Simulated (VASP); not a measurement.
# CdSb2O2 (P-3m1) in VASP: notebook

Runs on CdSb2O2. Level: PBE. Tasks: single point.

Everything below comes from runs of VASP 6.6.1. Logs are shortened: lines on timing, memory, paths and dates and some standing lists are left out, and cuts for length are marked.

### Step 1. The cell of the first run

It takes space group P-3m1 (No. 164, trigonal). Conventional cell: a = 3.914 Å, b = 3.914 Å, c = 7.636 Å, α = 90.00°, β = 90.00°, γ = 120.00°. Cd (site symmetry -3m) has 6 Sb at 3.28 Å and 6 O at 3.86 Å and 6 Cd at 3.91 Å within 4.3 Å. Within 2.8 Å of Sb (site symmetry 3m) lie 4 O at 2.13 to 2.38 Å. Within 2.8 Å of O (site symmetry 3m) lie 4 Sb at 2.13 to 2.38 Å and 3 O at 2.65 Å.

### Step 2. Single point, PBE

Input file INCAR:

```
SYSTEM = CdSb2O2
  PREC = Accurate
  ENCUT = 520
  EDIFF = 1E-7
  ISMEAR = 0
  SIGMA = 0.1
  LREAL = .False.
  LASPH = .True.
  NELM = 80
  ALGO = Normal
  ISIF = 2
  LWAVE = .False.
  LCHARG = .False.
  GGA = PE
  NBANDS = 25
```

Input file KPOINTS:

```
Automatic mesh
0
Gamma
  6 6 4
  0 0 0
```

Input file POSCAR:

```
CdSb2O2
1.0
    3.9138699758      0.0000000000      0.0000000000
   -1.9569349879      3.3895108262      0.0000000000
    0.0000000000      0.0000000000      7.6361473735
Cd Sb O
1 2 2
Direct
    0.0000000000      0.0000000000      0.0000000000
    0.6666666667      0.3333333333      0.3121761188
    0.3333333333      0.6666666667      0.6878238812
    0.6666666667      0.3333333333      0.5908326340
    0.3333333333      0.6666666667      0.4091673660
```

Potentials or basis: VASP PAW PBE potentials, release 64 (Cd, Sb, O).

Command:

```bash
$ cat potpaw_PBE.64/Cd/POTCAR potpaw_PBE.64/Sb/POTCAR potpaw_PBE.64/O/POTCAR > POTCAR
$ mpirun -np 1 vasp_std > vasp.out
```

OUTCAR:

```text
SYSTEM = CdSb2O2
   PREC = Accurate
   ENCUT = 520
   EDIFF = 1E-7
   ISMEAR = 0
   LREAL = .False.
   LASPH = .True.
   NELM = 80
   ISIF = 2
   GGA = PE

 ion  position               nearest neighbor table
   1  0.000  0.000  0.000-   2 3.28   3 3.28   2 3.28   3 3.28   2 3.28   3 3.28
   2  0.667  0.333  0.312-   4 2.13   5 2.38   5 2.38   5 2.38   1 3.28   1 3.28   1 3.28   3 3.65
                             3 3.65   3 3.65
   3  0.333  0.667  0.688-   5 2.13   4 2.38   4 2.38   4 2.38   1 3.28   1 3.28   1 3.28   2 3.65
                             2 3.65   2 3.65
   4  0.667  0.333  0.591-   2 2.13   3 2.38   3 2.38   3 2.38
   5  0.333  0.667  0.409-   3 2.13   2 2.38   2 2.38   2 2.38

  LATTYP: Found a hexagonal cell.
 ALAT       =     3.9138699758
 C/A-ratio  =     1.9510477918

  Lattice vectors:

 A1 = (   3.9138699758,   0.0000000000,   0.0000000000)
 A2 = (  -1.9569349879,   3.3895108262,   0.0000000000)
 A3 = (   0.0000000000,   0.0000000000,   7.6361473735)

Analysis of symmetry for initial positions (statically):
=====================================================================
 Subroutine PRICEL returns:
 Original cell was already a primitive cell.

 Routine SETGRP: Setting up the symmetry group for a
 hexagonal supercell.

 Subroutine GETGRP returns: Found 12 space group operations
 (whereof 12 operations were pure point group operations)
 out of a pool of 24 trial point group operations.

The static configuration has the point symmetry D_3d.

Analysis of symmetry for dynamics (positions and initial velocities):
=====================================================================
 Subroutine PRICEL returns:
 Original cell was already a primitive cell.

 Routine SETGRP: Setting up the symmetry group for a
 hexagonal supercell.

 Subroutine GETGRP returns: Found 12 space group operations
 (whereof 12 operations were pure point group operations)
 out of a pool of 24 trial point group operations.

The dynamic configuration has the point symmetry D_3d.

 Subroutine INISYM returns: Found 12 space group operations
 (whereof 12 operations are pure point group operations),
 and found     1 'primitive' translations

----------------------------------------------------------------------------------------

                                     Primitive cell

  volume of cell :     101.3019

  direct lattice vectors                    reciprocal lattice vectors
     3.913869976  0.000000000  0.000000000     0.255501590  0.147513911  0.000000000
    -1.956934988  3.389510826  0.000000000     0.000000000  0.295027823  0.000000000
     0.000000000  0.000000000  7.636147374     0.000000000  0.000000000  0.130956090

  length of vectors
     3.913869976  3.913869976  7.636147374     0.295027823  0.295027823  0.130956090

  position of ions in fractional coordinates (direct lattice)
     0.000000000  0.000000000  0.000000000
     0.666666667  0.333333333  0.312176119
     0.333333333  0.666666667  0.687823881
     0.666666667  0.333333333  0.590832634
     0.333333333  0.666666667  0.409167366

  ion indices of the primitive-cell ions
   primitive index   ion index
                 1           1
                 2           2
                 3           3
                 4           4
                 5           5

----------------------------------------------------------------------------------------

 KPOINTS: Automatic mesh

Automatic generation of k-mesh.
 Grid dimensions read from file:
 generate k-points for:    6    6    4

 Generating k-lattice:

  Cartesian coordinates                     Fractional coordinates (reciprocal lattice)
     0.042583598  0.024585652  0.000000000     0.166666667  0.000000000  0.000000000
     0.000000000  0.049171304  0.000000000     0.000000000  0.166666667  0.000000000
     0.000000000  0.000000000  0.032739022     0.000000000  0.000000000  0.250000000

  Length of vectors
     0.049171304  0.049171304  0.032739022

  Shift w.r.t. Gamma in fractional coordinates (k-lattice)
     0.000000000  0.000000000  0.000000000

 Subroutine IBZKPT returns following result:
 ===========================================

 Found     24 irreducible k-points:

 Following reciprocal coordinates:
            Coordinates               Weight
  0.000000  0.000000  0.000000      1.000000
  0.166667 -0.000000  0.000000      6.000000
  0.333333  0.000000  0.000000      6.000000
  0.500000  0.000000  0.000000      3.000000
  0.166667  0.166667  0.000000      6.000000
  0.333333  0.166667  0.000000     12.000000
[... 16 lines left out ...]
  0.333333  0.166667  0.500000     12.000000
  0.333333  0.333333  0.500000      2.000000
   k-points           NKPTS =     24   k-points in BZ     NKDIM =     24   number of bands    NBANDS=     25
   number of dos      NEDOS =    301   number of ions     NIONS =      5
   total plane-waves  NPLWV =  54000
   dimension x,y,z NGX =    30 NGY =   30 NGZ =   60
   dimension x,y,z NGXF=    60 NGYF=   60 NGZF=  120
   ions per type =               1   2   2
   NGX,Y,Z   is equivalent  to a cutoff of  12.74, 12.74, 13.06 a.u.
   NGXF,Y,Z  is equivalent  to a cutoff of  25.49, 25.49, 26.13 a.u.
 SYSTEM =  CdSb2O2
   PREC   = accura    normal or accurate (medium, high low for compatibility)
   ISTART =      0    job   : 0-new  1-cont  2-samecut
   ICHARG =      2    charge: 1-file 2-atom 10-const
   ISPIN  =      1    spin polarized calculation?
   LNONCOLLINEAR =      F non collinear calculations
   LSORBIT =      F    spin-orbit coupling
   LASPH  =      T    aspherical Exc in radial PAW
   ENCUT  =  520.0 eV  38.22 Ry    6.18 a.u.   7.28  7.28 14.20*2*pi/ulx,y,z
   NELM   =     80;   NELMIN=  2; NELMDL= -5     # of ELM steps
   EDIFF  = 0.1E-06   stopping-criterion for ELM
   LREAL  =      F    real-space projection
   EDIFFG = 0.1E-05   stopping-criterion for IOM
   NSW    =      0    number of steps for IOM
   IBRION =     -1    ionic relax: 0-MD 1-quasi-New 2-CG
   NFREE  =      0    steps in history (QN), initial steepest desc. (CG)
   ISIF   =      2    stress and relaxation
   ISYM   =      2    0-nonsym 1-usesym 2-fastsym
   POTIM  = 0.5000    time-step for ionic-motion
   TEBEG  =    0.0;   TEEND  =   0.0 temperature during run
   PSTRESS=    0.0 pullay stress
   NELECT =      34.0000    total number of electrons
   NUPDOWN=      -1.0000    fix difference up-down
   EMIN   =  10.00;   EMAX   =-10.00  energy-range for DOS
   EFERMI =   0.00;   METHOD = LEGACY
   ISMEAR =     0;   SIGMA  =   0.10  broadening in eV -4-tet -1-fermi 0-gaus
   EFERMI_NEDOS =   21; number of points for ismear=-14 and -15
   IALGO  =     38    algorithm
   IMIX   =      4    mixing-type and parameters
     AMIX     =   0.40;   BMIX     =  1.00
     AMIX_MAG =   1.60;   BMIX_MAG =  1.00
  volume/ion in A,a.u.               =      20.26       136.72
  Fermi-wavevector in a.u.,A,eV,Ry     =   1.137702  2.149945 17.610920  1.294366
  Thomas-Fermi vector in A             =   2.274407
   LORBIT       =      0    0 simple, 1 ext, 2 COOP (PROOUT), +10 PAW based schemes
   GGA     = PE    functional components
   LHFCALC =     F    Hartree Fock is set to
   AEXX    =    0.0000 exact exchange contribution
   IVDW    =     0    specifies the selected vdW correction
   LEPSILON=     F    determine dielectric tensor
   LRPA    =     F    only Hartree local field effects (RPA)
 non-spin polarized calculation
 Gauss-broadening in eV      SIGMA  =   0.10
  energy-cutoff  :      520.00
  volume of cell :      101.30
 maximum number of plane-waves:      2776
 NGX is ok and might be reduce to    30
   NGX = 15   NGY = 15   NGZ = 29

 number of electron      33.9999993 magnetization

 Free energy of the ion-electron system (eV)
  ---------------------------------------------------
  ext. energy  EPLUGINS =         0.00000000
  ---------------------------------------------------
  free energy    TOTEN  =       -21.18933562 eV

  energy without entropy =      -21.18041663  energy(sigma->0) =      -21.18487613

 E-fermi :   5.8305     XC(G=0):  -9.9216

 val. band max:        5.8029111806   @ k =   0.0000   0.1667   0.2500
 cond. band min:       5.9118521912   @ k =   0.1667  -0.0000   0.0000
 fundamental gap:      0.1089410106
 Fermi energy:         5.8305403677

 k-point     1 :       0.0000    0.0000    0.0000
  band No.  band energies     occupation
      1     -14.7695      2.00000
      2     -12.8594      2.00000
      3      -4.8111      2.00000
      4      -3.4034      2.00000
      5      -2.9681      2.00000
      6      -2.9681      2.00000
[... 17 lines left out ...]
     24      12.6085      0.00000
     25      12.6085      0.00000

 k-point     2 :       0.1667   -0.0000    0.0000
  band No.  band energies     occupation
      1     -14.6265      2.00000
      2     -12.9151      2.00000
      3      -4.8990      2.00000
      4      -3.3636      2.00000
      5      -2.9819      2.00000
      6      -2.9289      2.00000
[... 17 lines left out ...]
     24      12.3842      0.00000
     25      12.5096      0.00000

 k-point     3 :       0.3333    0.0000    0.0000
  band No.  band energies     occupation
      1     -14.2607      2.00000
      2     -13.1103      2.00000
      3      -4.9475      2.00000
      4      -3.5664      2.00000
      5      -3.0209      2.00000
      6      -2.9043      2.00000
[... 552 lines left out ...]
 k-point    23 :       0.3333    0.1667    0.5000
  band No.  band energies     occupation
      1     -13.9782      2.00000
      2     -13.3093      2.00000
      3      -4.7592      2.00000
      4      -4.0040      2.00000
      5      -2.9665      2.00000
      6      -2.9370      2.00000
[... 17 lines left out ...]
     24      11.2580      0.00000
     25      12.0202      0.00000

 k-point    24 :       0.3333    0.3333    0.5000
  band No.  band energies     occupation
      1     -13.6229      2.00000
      2     -13.6229      2.00000
      3      -4.3746      2.00000
      4      -4.3746      2.00000
      5      -2.9354      2.00000
      6      -2.9354      2.00000
[... 17 lines left out ...]
     24      10.9111      0.00000
     25      10.9983      0.00000

------------------------ aborting loop because EDIFF is reached ----------------------------------------

  FORCE on cell =-STRESS in cart. coord.  units (eV):
  Direction    XX          YY          ZZ          XY          YZ          ZX
  --------------------------------------------------------------------------------------
  -------------------------------------------------------------------------------------
  Total       -0.4958116     -0.4958116     -0.2664316      0.0000000      0.0000000     -0.0000000
  in kB       -7.8416884     -7.8416884     -4.2138458      0.0000000      0.0000000     -0.0000000
  external PRESSURE =      -6.6324075 kB  Pullay stress =       0.0000000 kB

 VOLUME and BASIS-vectors are now :
 -----------------------------------------------------------------------------
  energy-cutoff  :      520.00
  volume of cell :      101.30
      direct lattice vectors                 reciprocal lattice vectors
     3.913869976  0.000000000  0.000000000     0.255501590  0.147513911  0.000000000
    -1.956934988  3.389510826  0.000000000     0.000000000  0.295027823  0.000000000
     0.000000000  0.000000000  7.636147374     0.000000000  0.000000000  0.130956090

 POSITION                                       TOTAL-FORCE (eV/Angst)
 -----------------------------------------------------------------------------------
      0.00000      0.00000      0.00000         0.000000      0.000000      0.000000
      1.95693      1.12984      2.38382         0.000000      0.000000      0.082857
     -0.00000      2.25967      5.25232         0.000000     -0.000000     -0.082857
      1.95693      1.12984      4.51169        -0.000000     -0.000000      0.019738
     -0.00000      2.25967      3.12446         0.000000      0.000000     -0.019738
 -----------------------------------------------------------------------------------
    total drift:                               -0.000000     -0.000000      0.000000

  FREE ENERGIE OF THE ION-ELECTRON SYSTEM (eV)
  ---------------------------------------------------
  free  energy   TOTEN  =       -21.1893356179 eV

  energy  without entropy=      -21.1804166336  energy(sigma->0) =      -21.18487613
```

Wall time 55 s (1 thread of Intel Xeon Platinum 8488C (Sapphire Rapids), shared host); peak memory 0.25 GiB.

What came out:

```yaml
Free_energy: -21.1893 eV
Pressure: -0.7 GPa
Largest_force: 0.083 eV/Å
Band_gap_on_the_k_mesh: zero (band 17 reaches 6.93 eV, above the bottom of band 18 at 5.51 eV)
```

Forces on the atoms (eV/Å):
```
Cd   0.000  0.000  0.000
Sb   0.000  0.000  0.083
Sb   0.000  0.000 -0.083
O    0.000  0.000  0.020
O    0.000  0.000 -0.020
```

Caveat: spin-orbit coupling is left out, which moves the levels of the heavy elements.

### Step 3. Single point, PBE

This run uses another cell than the first one, of 25.48 Å³/atom, 1.258 times its volume.

Input file INCAR:

```
PREC = Accurate
ENCUT = 520
EDIFF = 1E-6
ISMEAR = 0
SIGMA = 0.1
LREAL = F
LASPH = T
NELM = 60
ALGO = Normal
ISIF = 2
LWAVE = F
LCHARG = F
GGA = PE
NBANDS = 25
```

Input file KPOINTS:

```
regular mesh
0
Gamma
  6 6 4
```

Input file POSCAR:

```
CdSb2O2
1.0
    4.4830742400      0.0000000000      0.0000000000
   -2.2415371200      3.8824561800      0.0000000000
    0.0000000000      0.0000000000      7.3196247500
Cd Sb O
1 2 2
Direct
    0.0000000000      0.0000000000      0.0000000000
    0.6666666700      0.3333333300      0.2489787000
    0.3333333300      0.6666666700      0.7510213000
    0.6666666700      0.3333333300      0.6304727800
    0.3333333300      0.6666666700      0.3695272200
```

Potentials or basis: VASP PAW PBE potentials, release 64 (Cd, Sb, O).

Command:

```bash
$ cat potpaw_PBE.64/Cd/POTCAR potpaw_PBE.64/Sb/POTCAR potpaw_PBE.64/O/POTCAR > POTCAR
$ mpirun -np 1 vasp_std > vasp.out
```

Run time: 84 s. Hardware: 1 thread of Intel Xeon Platinum 8488C (Sapphire Rapids), shared host; peak memory 0.28 GiB.

It converged, with:

```yaml
Free_energy: -17.9051 eV
Pressure: -12.2 GPa
Largest_force: 2.487 eV/Å
Band_gap_on_the_k_mesh: zero (band 17 reaches 3.76 eV, above the bottom of band 18 at 2.38 eV)
```

Forces in eV/Å, atoms in the order of the input:
```
Cd   0.000  0.000  0.000
Sb   0.000  0.000  2.487
Sb   0.000  0.000 -2.487
O    0.000  0.000  0.270
O    0.000  0.000 -0.270
```

Stress tensor (GPa, compression positive):
```
-11.88   0.00   0.00
  0.00 -11.88   0.00
  0.00   0.00 -12.96
```

Levels at points of the mesh, in eV from the Fermi level:
| k point | band 13 | band 14 | band 15 | band 16 | band 17 | band 18 | band 19 | band 20 | band 21 | band 22 |
| --- | --- | --- | --- | --- | --- | --- | --- | --- | --- | --- |
| (0.00, 0.00, 0.00) | -1.99 | -1.99 | -1.48 | -1.27 | 0.66 | 0.66 | 1.05 | 1.44 | 1.44 | 2.81 |
| (0.50, 0.00, 0.00) | -2.41 | -2.30 | -1.44 | -1.30 | -0.82 | 0.53 | 0.56 | 1.70 | 1.85 | 3.19 |
| (0.00, 0.00, 0.50) | -2.61 | -2.01 | -2.01 | -0.89 | 0.95 | 0.95 | 1.07 | 1.07 | 1.14 | 3.23 |
| (0.50, 0.00, 0.50) | -2.65 | -2.57 | -2.40 | -1.38 | -0.21 | 0.33 | 0.48 | 1.78 | 2.13 | 2.99 |

Caveat: spin-orbit coupling is left out, which moves the levels of the heavy elements; forces of over 1 eV/Å act on the atoms, so gaps and moduli don't describe the material at rest.
